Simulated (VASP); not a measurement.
Set up this calculation in VASP 6.6.1, as the native input.

```yaml
Task: single point
Functional: PBE
Potentials_or_basis: VASP PAW PBE potentials, release 64 (O, Mg, Se)
Cutoff: 520 eV
k_mesh: 6 × 6 × 6
Occupations: gaussian, width 0.01 eV
Spin: no spin polarisation
Dipole_correction: no
Further_INCAR_settings: ALGO = Normal; EDIFF = 1e-07; NBANDS = 26
```

The structure of Mg4Se3O lies in POSCAR:

```
Mg4Se3O
1.0
   -2.8397991724      2.8397991724      5.4957108159
    2.8397991724     -2.8397991724      5.4957108159
    2.8397991724      2.8397991724     -5.4957108159
O Mg Se
1 4 3
Direct
    0.0000000000      0.0000000000      0.0000000000
    0.6838674930      0.6838674930      0.5833200473
    0.8994525543      0.3161325070      0.0000000000
    0.1005474457      0.1005474457      0.4166799527
    0.3161325070      0.8994525543      0.0000000000
    0.2500000000      0.7500000000      0.5000000000
    0.5000000000      0.5000000000      0.0000000000
    0.7500000000      0.2500000000      0.5000000000
```

One way to write it, as run:

INCAR

```
SYSTEM = Mg4Se3O
PREC = Accurate
ENCUT = 520
EDIFF = 1E-7
ISMEAR = 0
SIGMA = 0.01
LREAL = .False.
LASPH = .True.
NELM = 80
ALGO = Normal
ISIF = 2
LWAVE = .False.
LCHARG = .True.
GGA = PE
LELF = .True.
LVHAR = .True.
NBANDS = 26
```

KPOINTS

```
regular mesh
0
Gamma
  6 6 6
  0 0 0
```

Potentials or basis: VASP PAW PBE potentials, release 64 (O, Mg, Se).

The run is started by

```console
$ cat potpaw_PBE.64/O/POTCAR potpaw_PBE.64/Mg/POTCAR potpaw_PBE.64/Se/POTCAR > POTCAR
$ mpirun -np 1 vasp_std > vasp.out
```

It gave:

- Pressure: -0.1 GPa
- Largest force: 0.006 eV/Å
- Band gap on the k mesh: 1.63 eV (least direct gap 1.68 eV)

Run time: 5 min on 1 thread of Intel(R) Xeon(R) Platinum 8488C (Sapphire Rapids), with other jobs on the host, peak memory 0.47 GiB.
